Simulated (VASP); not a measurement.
# Al (I4/mmm) in VASP: a series of runs

Al is run at these levels: PBEsol; tasks: single point.

Program: VASP 6.6.1. These are calculated values, not measurements. Logs are shortened: lines on timing, memory, paths and dates and some standing lists are left out, and cuts for length are marked.

## 1. The cell of the first run

Symmetry: I4/mmm, No. 139, tetragonal system. Conventional cell: a = 2.862 Å, b = 2.862 Å, c = 4.250 Å, α = 90.00°, β = 90.00°, γ = 90.00°. Al (site symmetry 4/mmm) has 12 Al at 2.86 to 2.93 Å within 3.8 Å.

## 2. Single point, PBEsol (strain +0.000 along x and y, +0.050 along z)

INCAR

```
SYSTEM = Al
  PREC = Accurate
  ENCUT = 520
  EDIFF = 1E-6
  ISMEAR = 0
  SIGMA = 0.15
  LREAL = .FALSE.
  LASPH = .TRUE.
  NELM = 60
  ALGO = Fast
  ISIF = 2
  LWAVE = .FALSE.
  LCHARG = .FALSE.
  GGA = PS
  NBANDS = 8
```

KPOINTS

```
Automatic mesh
0
G
  20 20 20
  0 0 0
```

POSCAR

```
Al
1.0
    0.0000000000      2.0239800000      2.1251790000
    2.0239800000      0.0000000000      2.1251790000
    2.0239800000      2.0239800000      0.0000000000
Al
1
Direct
    0.0000000000      0.0000000000      0.0000000000
```

Potentials or basis: VASP PAW PBE potentials, release 64 (Al).

On the command line:

```bash
> cat potpaw_PBE.64/Al/POTCAR > POTCAR
> mpirun -np 1 vasp_std > vasp.out
```

OUTCAR:

```text
SYSTEM = Al
   PREC = Accurate
   ENCUT = 520
   EDIFF = 1E-6
   ISMEAR = 0
   LREAL = .FALSE.
   LASPH = .TRUE.
   NELM = 60
   ISIF = 2
   GGA = PS

 ion  position               nearest neighbor table
   1  0.000  0.000  0.000-

  LATTYP: Found a body centered tetragonal cell.
 ALAT       =     2.8623399660
 C/A-ratio  =     1.4849242405

  Lattice vectors:

 A1 = (  -2.0239800000,   0.0000000000,   2.1251790000)
 A2 = (   2.0239800000,   0.0000000000,   2.1251790000)
 A3 = (   0.0000000000,   2.0239800000,  -2.1251790000)

Analysis of symmetry for initial positions (statically):
=====================================================================
 Subroutine PRICEL returns:
 Original cell was already a primitive cell.

 Routine SETGRP: Setting up the symmetry group for a
 body centered tetragonal supercell.

 Subroutine GETGRP returns: Found 16 space group operations
 (whereof 16 operations were pure point group operations)
 out of a pool of 16 trial point group operations.

The static configuration has the point symmetry D_4h.

Analysis of symmetry for dynamics (positions and initial velocities):
=====================================================================
 Subroutine PRICEL returns:
 Original cell was already a primitive cell.

 Routine SETGRP: Setting up the symmetry group for a
 body centered tetragonal supercell.

 Subroutine GETGRP returns: Found 16 space group operations
 (whereof 16 operations were pure point group operations)
 out of a pool of 16 trial point group operations.

The dynamic configuration has the point symmetry D_4h.

 Subroutine INISYM returns: Found 16 space group operations
 (whereof 16 operations are pure point group operations),
 and found     1 'primitive' translations

----------------------------------------------------------------------------------------

                                     Primitive cell

  volume of cell :      17.4116

  direct lattice vectors                    reciprocal lattice vectors
     0.000000000  2.023980000  2.125179000    -0.247038014  0.247038014  0.235274299
     2.023980000  0.000000000  2.125179000     0.247038014 -0.247038014  0.235274299
     2.023980000  2.023980000  0.000000000     0.247038014  0.247038014 -0.235274299

  length of vectors
     2.934771000  2.934771000  2.862339966     0.421200139  0.421200139  0.421200139

[... 73 lines left out ...]
   LNONCOLLINEAR =      F non collinear calculations
   LSORBIT =      F    spin-orbit coupling
   LASPH  =      T    aspherical Exc in radial PAW
   ENCUT  =  520.0 eV  38.22 Ry    6.18 a.u.   5.46  5.46  5.32*2*pi/ulx,y,z
   NELM   =     60;   NELMIN=  2; NELMDL= -5     # of ELM steps
   EDIFF  = 0.1E-05   stopping-criterion for ELM
   LREAL  =      F    real-space projection
   EDIFFG = 0.1E-04   stopping-criterion for IOM
   NSW    =      0    number of steps for IOM
   IBRION =     -1    ionic relax: 0-MD 1-quasi-New 2-CG
   NFREE  =      0    steps in history (QN), initial steepest desc. (CG)
   ISIF   =      2    stress and relaxation
   ISYM   =      2    0-nonsym 1-usesym 2-fastsym
   POTIM  = 0.5000    time-step for ionic-motion
   TEBEG  =    0.0;   TEEND  =   0.0 temperature during run
   PSTRESS=    0.0 pullay stress
   NELECT =       3.0000    total number of electrons
   NUPDOWN=      -1.0000    fix difference up-down
   EMIN   =  10.00;   EMAX   =-10.00  energy-range for DOS
   EFERMI =   0.00;   METHOD = LEGACY
   ISMEAR =     0;   SIGMA  =   0.15  broadening in eV -4-tet -1-fermi 0-gaus
   EFERMI_NEDOS =   21; number of points for ismear=-14 and -15
   IALGO  =     68    algorithm
   IMIX   =      4    mixing-type and parameters
     AMIX     =   0.40;   BMIX     =  1.00
     AMIX_MAG =   1.60;   BMIX_MAG =  1.00
  volume/ion in A,a.u.               =      17.41       117.50
  Fermi-wavevector in a.u.,A,eV,Ry     =   0.910967  1.721478 11.290940  0.829861
  Thomas-Fermi vector in A             =   2.035191
   LORBIT       =      0    0 simple, 1 ext, 2 COOP (PROOUT), +10 PAW based schemes
   GGA     = PS    functional components
   LHFCALC =     F    Hartree Fock is set to
   AEXX    =    0.0000 exact exchange contribution
   IVDW    =     0    specifies the selected vdW correction
   LEPSILON=     F    determine dielectric tensor
   LRPA    =     F    only Hartree local field effects (RPA)
 non-spin polarized calculation
 RMM-DIIS sequential band-by-band and
 Gauss-broadening in eV      SIGMA  =   0.15
  energy-cutoff  :      520.00
  volume of cell :       17.41
 maximum number of plane-waves:       489
 NGX is ok and might be reduce to    24
   NGX = 11   NGY = 11   NGZ = 11

 number of electron       3.0000000 magnetization

 Free energy of the ion-electron system (eV)
  ---------------------------------------------------
  ext. energy  EPLUGINS =         0.00000000
  ---------------------------------------------------
  free energy    TOTEN  =        -4.07006651 eV

  energy without entropy =       -4.06505890  energy(sigma->0) =       -4.06756270

 E-fermi :   7.4104     XC(G=0): -10.0626

 val. band max:        7.4084768473   @ k =  -0.3000   0.1000   0.0500
 cond. band min:       7.4184277517   @ k =  -0.2000   0.3500   0.3000
 fundamental gap:      0.0099509045
 Fermi energy:         7.4104091976

 k-point     1 :       0.0000    0.0000    0.0000
  band No.  band energies     occupation
      1      -3.3625      2.00000
      2      19.3853      0.00000
      3      19.9072      0.00000
      4      19.9072      0.00000
      5      20.7711      0.00000
      6      20.7711      0.00000
      7      20.8887      0.00000
      8      23.5339      0.00000
[... 243 lines left out ...]
 k-point    24 :      -0.3500    0.0500    0.0000
  band No.  band energies     occupation
      1       0.2217      2.00000
      2       6.8129      2.00000
      3      15.7491      0.00000
      4      19.1710      0.00000
      5      19.6523      0.00000
      6      20.0793      0.00000
      7      22.0522      0.00000
      8      23.7685      0.00000

 [... further k-points ...]
[... 5 lines left out ...]
  --------------------------------------------------------------------------------------
  -------------------------------------------------------------------------------------
  Total       -0.4707372     -0.4707372     -0.6758926      0.0000000      0.0000000     -0.0000000
  in kB      -43.3162816    -43.3162816    -62.1942624      0.0000000      0.0000000     -0.0000000
  external PRESSURE =     -49.6089419 kB  Pullay stress =       0.0000000 kB

 VOLUME and BASIS-vectors are now :
 -----------------------------------------------------------------------------
  energy-cutoff  :      520.00
  volume of cell :       17.41
      direct lattice vectors                 reciprocal lattice vectors
     0.000000000  2.023980000  2.125179000    -0.247038014  0.247038014  0.235274299
     2.023980000  0.000000000  2.125179000     0.247038014 -0.247038014  0.235274299
     2.023980000  2.023980000  0.000000000     0.247038014  0.247038014 -0.235274299

 POSITION                                       TOTAL-FORCE (eV/Angst)
 -----------------------------------------------------------------------------------
      0.00000      0.00000      0.00000         0.000000      0.000000      0.000000
 -----------------------------------------------------------------------------------
    total drift:                                0.000000     -0.000000     -0.000000

  FREE ENERGIE OF THE ION-ELECTRON SYSTEM (eV)
  ---------------------------------------------------
  free  energy   TOTEN  =        -4.0700665088 eV

  energy  without entropy=       -4.0650588965  energy(sigma->0) =       -4.06756270
```

stdout:

```text
POSCAR found type information on POSCAR Al
 POSCAR found :  1 types and       1 ions
 scaLAPACK will be used
 -----------------------------------------------------------------------------
|                                                                             |
|                                                                             |
|     You enforced a specific xc type in the INCAR file but a different       |
|     I HOPE YOU KNOW WHAT YOU ARE DOING!                                     |
|                                                                             |
 -----------------------------------------------------------------------------

 LDA part: xc-table for (Slater+PW92), standard interpolation
 POSCAR, INCAR and KPOINTS ok, starting setup
 FFT: planning ... GRIDC
 FFT: planning ... GRID_SOFT
 FFT: planning ... GRID
 WAVECAR not read
 entering main loop
```

It took 37 s on 1 thread of Intel Xeon 6975P-C, shared host; peak memory 0.2 GiB.

What came out:

```yaml
Free_energy: -4.0701 eV
Pressure: -5.0 GPa
```

Caveat: the cell differs from its parent crystal (strain +0.000 along x and y, +0.050 along z); the PAW data sets were made with another functional, which shifts forces and pressure a little.

## 3. Single point, PBEsol (strain +0.025 along x and y, +0.050 along z)

INCAR

```
SYSTEM = Al
PREC     = Accurate       ! precision mode
ENCUT    = 520            ! plane-wave cutoff, eV
EDIFF    = 1E-7           ! SCF threshold, eV
ISMEAR   = 0              ! smearing method
SIGMA    = 0.15           ! smearing width, eV
LREAL    = .False.        ! projectors in reciprocal space
LASPH    = .True.         ! aspherical terms in the spheres
NELM     = 80             ! most SCF steps
ALGO     = Normal         ! electronic algorithm
ISIF     = 2              ! what is computed and relaxed
LWAVE    = .False.        ! write WAVECAR
LCHARG   = .False.        ! write CHGCAR
GGA      = PS             ! functional
NBANDS   = 8              ! bands
```

KPOINTS

```
Automatic mesh
0
Gamma
  20 20 20
  0 0 0
```

POSCAR

```
Al
1.0
    0.0000000000      2.0745795000      2.1251790000
    2.0745795000      0.0000000000      2.1251790000
    2.0745795000      2.0745795000      0.0000000000
Al
1
Direct
    0.0000000000      0.0000000000      0.0000000000
```

Potentials or basis: VASP PAW PBE potentials, release 64 (Al).

On the command line:

```bash
> cat potpaw_PBE.64/Al/POTCAR > POTCAR
> mpirun -np 1 vasp_std > vasp.out
```

It took 34 s on 1 thread of Intel Xeon 6975P-C, shared host; peak memory 0.2 GiB.

Results (log left out):

```
Free energy : -4.0379 eV
Pressure    : -7.5 GPa
```

Stress tensor (GPa, compression positive):
```
-7.15  0.00  0.00
 0.00 -7.15  0.00
 0.00  0.00 -8.29
```

Levels at points of the mesh, in eV from the Fermi level:
| k point | band 1 | band 2 | band 3 | band 4 | band 5 |
| --- | --- | --- | --- | --- | --- |
| (0.00, 0.00, 0.00) | -10.46 | 11.86 | 12.11 | 12.11 | 12.75 |
| (0.50, 0.00, 0.00) | -4.27 | -4.22 | 10.02 | 10.59 | 10.67 |
| (0.50, 0.50, 0.00) | -2.90 | -1.95 | 5.37 | 5.38 | 5.38 |
| (0.50, 0.00, 0.50) | -2.59 | -1.48 | 4.89 | 5.06 | 5.12 |

Caveat: the cell differs from its parent crystal (strain +0.025 along x and y, +0.050 along z); the PAW data sets were made with another functional, which shifts forces and pressure a little.
